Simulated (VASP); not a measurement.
A run of VASP 6.6.1:

Contents of INCAR:

```
SYSTEM = BN
PREC = Accurate
ENCUT = 520
EDIFF = 1E-7
ISMEAR = 0
SIGMA = 0.05
LREAL = .False.
LASPH = .True.
NELM = 80
ALGO = Normal
ISIF = 2
LWAVE = .False.
LCHARG = .True.
GGA = PE
LELF = .True.
LVHAR = .True.
NBANDS = 11
```

Contents of KPOINTS:

```
regular mesh
0
Gamma
  12 12 12
  0 0 0
```

File POSCAR:

```
BN
1.0
    0.0000000000      1.8130010000      1.8673910300
    1.8130010000      0.0000000000      1.8673910300
    1.8130010000      1.8130010000      0.0000000000
B N
1 1
Direct
    0.0000000000      0.0000000000      0.0000000000
    0.7500000000      0.7500000000      0.7500000000
```

Potentials or basis: VASP PAW PBE potentials, release 64 (B, N).

The run is started by

```sh
$ cat potpaw_PBE.64/B/POTCAR potpaw_PBE.64/N/POTCAR > POTCAR
$ mpirun -np 1 vasp_std > vasp.out
```

Hardware: 1 thread of Intel(R) Xeon(R) 6975P-C (Granite Rapids) (shared host).

**Question.** How long does it take, and how much memory?

**Answer.** It took 12 s on 1 thread of Intel(R) Xeon(R) 6975P-C (Granite Rapids), with other jobs on the host, peak memory 0.13 GiB. Counts: scf iterations 13, k points 163.
